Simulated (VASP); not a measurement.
Set up this calculation in VASP 6.6.1, as the native input.

* Task: single point
* Functional: PBE
* Potentials or basis: VASP PAW PBE potentials, release 64 (W_sv, Se)
* Cutoff: 520 eV
* k mesh: 8 × 8 × 8
* Occupations: gaussian, width 0.01 eV
* Spin: no spin polarisation
* Dipole correction: no
* Further INCAR settings: ALGO = Normal; EDIFF = 1e-07; NBANDS = 20

The structure of WSe2 lies in POSCAR:

```
WSe2
1.0
    1.6510739528      0.9532479911      6.5796479765
   -1.6510739528      0.9532479911      6.5796479765
    0.0000000000     -1.9064959822      6.5796479765
W Se
1 2
Direct
   -0.0000183142     -0.0000183142     -0.0000183142
    0.4176504313      0.4176504313      0.4176504313
    0.2490345497      0.2490345497      0.2490345497
```

The input as run:

INCAR

```
SYSTEM = WSe2
PREC     = Accurate       ! precision mode
ENCUT    = 520            ! plane-wave cutoff, eV
EDIFF    = 1E-7           ! SCF threshold, eV
ISMEAR   = 0              ! smearing method
SIGMA    = 0.01           ! smearing width, eV
LREAL    = .FALSE.        ! projectors in reciprocal space
LASPH    = .TRUE.         ! aspherical terms in the spheres
NELM     = 100            ! most SCF steps
ALGO     = Normal         ! electronic algorithm
ISIF     = 2              ! what is computed and relaxed
LWAVE    = .FALSE.        ! write WAVECAR
LCHARG   = .FALSE.        ! write CHGCAR
GGA      = PE             ! functional
NBANDS   = 20             ! bands
```

KPOINTS

```
regular mesh
0
G
  8 8 8
  0 0 0
```

Potentials or basis: VASP PAW PBE potentials, release 64 (W_sv, Se).

Run with:

```sh
$ cat potpaw_PBE.64/W_sv/POTCAR potpaw_PBE.64/Se/POTCAR > POTCAR
$ mpirun -np 1 vasp_std > vasp.out
```

Results of the run:

The pressure is 3.7 GPa and the largest force is 0.323 eV/Å. The band gap on the k mesh is 1.18 eV, indirect (least direct gap 1.93 eV).

Caveat: spin-orbit coupling is left out, which moves the levels of the heavy elements.

It took 2.2 min on 1 thread of Intel(R) Xeon(R) 6975P-C (Granite Rapids), with other jobs on the host, peak memory 0.39 GiB.
